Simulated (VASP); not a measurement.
EuS, 2 atoms in the cell. The structure is cubic, space group Fm-3m (No. 225). The conventional cell has a = 5.957 Å, b = 5.957 Å, c = 5.957 Å, α = 90.00°, β = 90.00°, γ = 90.00°. Eu (site symmetry m-3m) has 6 S at 2.98 Å within 3.9 Å. Within 3.9 Å of S (site symmetry m-3m) lie 6 Eu at 2.98 Å. 

- Program: VASP 6.6.1
- Task: single point
- Functional: PBE
- Potentials or basis: VASP PAW PBE potentials, release 64 (Eu, S)
- Cutoff: 600 eV
- k mesh: 8 × 8 × 8
- Occupations: fermi-dirac, width 0.05 eV
- Spin: collinear spin, ferromagnetic start
- Starting moments: [8.5, 0.0] μB
- Dipole correction: no
- Further INCAR settings: ALGO = Normal; EDIFF = 1e-06; NBANDS = 22

Potentials or basis: VASP PAW PBE potentials, release 64 (Eu, S).

Run with:

```console
$ cat potpaw_PBE.64/Eu/POTCAR potpaw_PBE.64/S/POTCAR > POTCAR
$ mpirun -np 1 vasp_std > vasp.out
```

Hardware: 1 thread of Intel(R) Xeon(R) Platinum 8259CL CPU @ 2.50GHz (Skylake/Cascade Lake) (shared host).

Problem. Estimate the wall time of this run.

Solution. Run time: 2.7 min on 1 thread of Intel(R) Xeon(R) Platinum 8259CL CPU @ 2.50GHz (Skylake/Cascade Lake), with other jobs on the host, peak memory 0.29 GiB. Counts: scf iterations 18, k points 29.
